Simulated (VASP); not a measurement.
Wanted: the native input for a VASP 6.6.1 run.

| Item | Value |
| --- | --- |
| Task | single point |
| Functional | LDA |
| Potentials or basis | VASP PAW LDA potentials, release 64 (Ti_sv, O) |
| Cutoff | 520 eV |
| k mesh | 6 × 6 × 6 |
| Occupations | gaussian, width 0.1 eV |
| Spin | no spin polarisation |
| Dipole correction | no |
| Further INCAR settings | ALGO = Normal; EDIFF = 1e-06; NBANDS = 39 |

The structure of Ti3O4 lies in POSCAR:

```
Ti3O4
1.0
   -2.0308815717      2.0308815717      4.0118951508
    2.0308815717     -2.0308815717      4.0118951508
    2.0308815717      2.0308815717     -4.0118951508
Ti O
3 4
Direct
    0.2500000000      0.7500000000      0.5000000000
    0.5000000000      0.5000000000      0.0000000000
    0.7500000000      0.2500000000      0.5000000000
    0.0000000000      0.5000000000      0.5000000000
    0.2423661803      0.2423661803      0.0000000000
    0.5000000000      0.0000000000      0.5000000000
    0.7576338197      0.7576338197      0.0000000000
```

These files were run (other wordings do the same):

INCAR

```
SYSTEM = Ti3O4
ALGO = Normal
EDIFF = 1E-6
ENCUT = 520
GGA = CA
ISIF = 2
ISMEAR = 0
LASPH = .TRUE.
LCHARG = .FALSE.
LREAL = .FALSE.
LWAVE = .FALSE.
NBANDS = 39
NELM = 100
PREC = Accurate
SIGMA = 0.1
```

KPOINTS

```
k-points
0
G
  6 6 6
  0 0 0
```

Potentials or basis: VASP PAW LDA potentials, release 64 (Ti_sv, O).

The run is started by

```console
$ cat potpaw_LDA.64/Ti_sv/POTCAR potpaw_LDA.64/O/POTCAR > POTCAR
$ mpirun -np 1 vasp_std > vasp.out
```

Results of the run:

The pressure is 1.1 GPa and the largest force is 0.040 eV/Å. The band gap on the k mesh is zero (bands 30 and 31 overlap by 3.72 eV).

Caveat: semilocal functionals often make such compounds metallic where correlation or magnetic order opens a gap, which also shifts bond lengths.

Run time: 3.2 min on 1 thread of Intel Xeon 8259CL, on a shared host, peak memory 0.23 GiB.
